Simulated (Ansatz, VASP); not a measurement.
**Si in VASP and in Ansatz**

```
Si
1.0
     3.78658    0.00000    0.00000
    -1.89329    3.27928    0.00000
     0.00000    0.00000    6.58335
Si
4
Cartesian
  0.0000 2.1862 0.5074
  1.8933 1.0931 3.7991
  0.0000 2.1862 2.7843
  1.8933 1.0931 6.0760
```

Alike in both runs: task single point; functional PBE; k mesh 12 × 12 × 6; occupations gaussian, width 0.05 eV; no spin polarisation.

|  | VASP | Ansatz |
| --- | --- | --- |
| version | VASP 6.6.1 | Ansatz 0.2.0 |
| potentials or method | VASP PAW PBE potentials, release 64 (Si), cutoff 520 eV | scalar-relativistic, plane waves, PAW |
| valence electrons in the cell | 16 | 16 |

```tsv
	VASP	Ansatz	Ansatz less VASP
gap on the k mesh at the Fermi level (eV)	none	none	-
pressure (GPa)	-0.5	-0.4	+0.06
traceless stress, the component that is largest in VASP (GPa)	0.02	0.09	+0.068
rms of the force components (eV/Å)	1.209	1.211	+0.0021
```

Atom by atom the forces differ by 0.002 eV/Å (rms over components). A gap of «none» marks a metal or a gap that the smearing closes.
